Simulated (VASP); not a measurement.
Ag: single point with RPBE

Ag:

```xyz
4
Lattice="2.9688 0.0000 0.0000 -1.4844 2.5710 0.0000 0.0000 0.0000 9.7951" Properties=species:S:1:pos:R:3 pbc="T T T"
Ag    0.0000    1.7140    2.4488
Ag    1.4844    0.8570    7.3463
Ag    0.0000    0.0000    0.0000
Ag    1.4844    2.5710    4.8976
```

This isn't the form of Ag at room conditions, which is fcc.

* Program: VASP 6.6.1
* Task: single point
* Functional: RPBE
* Potentials or basis: VASP PAW PBE potentials, release 64 (Ag)
* Cutoff: 520 eV
* k mesh: 13 × 13 × 3
* Occupations: fermi-dirac, width 0.1 eV
* Spin: no spin polarisation

The pressure is -0.1 GPa and the band gap on the k mesh is zero (bands 22 and 23 overlap by 6.33 eV).

Levels at points of the mesh, in eV from the Fermi level:
```tsv
k point	band 20	band 21	band 22	band 23	band 24	band 25
(0.00, 0.00, 0.00)	-3.52	-3.52	-3.19	-3.19	-0.37	2.85
```

Run time: 46 s on 1 thread of AMD EPYC 9R45 96-Core Processor (Zen 5), on a shared host, peak memory 0.21 GiB.

Caveat: the PAW data sets were made with another functional, which shifts forces and pressure a little.
